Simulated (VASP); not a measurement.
Here is a VASP 6.6.1 calculation.

INCAR

```
SYSTEM = ZnSe
PREC     = Accurate       ! precision mode
ENCUT    = 600            ! plane-wave cutoff, eV
EDIFF    = 1E-6           ! SCF threshold, eV
ISMEAR   = -1             ! smearing method
SIGMA    = 0.01           ! smearing width, eV
LREAL    = .FALSE.        ! projectors in reciprocal space
LASPH    = .TRUE.         ! aspherical terms in the spheres
NELM     = 60             ! most SCF steps
ALGO     = Normal         ! electronic algorithm
ISIF     = 3              ! what is computed and relaxed
LWAVE    = .FALSE.        ! write WAVECAR
LCHARG   = .FALSE.        ! write CHGCAR
GGA      = PS             ! functional
IBRION   = 2              ! ionic algorithm
NSW      = 100            ! ionic steps
EDIFFG   = -0.01          ! ionic threshold
PSTRESS  = 50.0
```

KPOINTS

```
Automatic mesh
0
G
  6 6 6
  0 0 0
```

Contents of POSCAR:

```
ZnSe
1.0
    0.0000000000      2.8338000000      2.8338000000
    2.8338000000      0.0000000000      2.8338000000
    2.8338000000      2.8338000000      0.0000000000
Zn Se
1 1
Direct
    0.0000000000      0.0000000000      0.0000000000
    0.2500000000      0.2500000000      0.2500000000
```

Potentials or basis: VASP PAW PBE potentials, release 64 (Zn, Se).

Launch:

```bash
$ cat potpaw_PBE.64/Zn/POTCAR potpaw_PBE.64/Se/POTCAR > POTCAR
$ mpirun -np 1 vasp_std > vasp.out
```

Task: Predict the relaxed volume.

Result: 21.01 Å³/atom.

Task: Predict the space group after relaxing (to 0.05 Å).

Result: F-43m (No. 216).

Final structure:
```xyz
2
Lattice="0.0000 2.7592 2.7592 2.7592 0.0000 2.7592 2.7592 2.7592 0.0000" Properties=species:S:1:pos:R:3 pbc="T T T"
Zn    0.0000    0.0000    0.0000
Se    1.3796    1.3796    1.3796
```

Caveat: the cell is relaxed towards a set pressure, so the enthalpy falls and the energy may rise; the PAW data sets were made with another functional, which shifts forces and pressure a little.
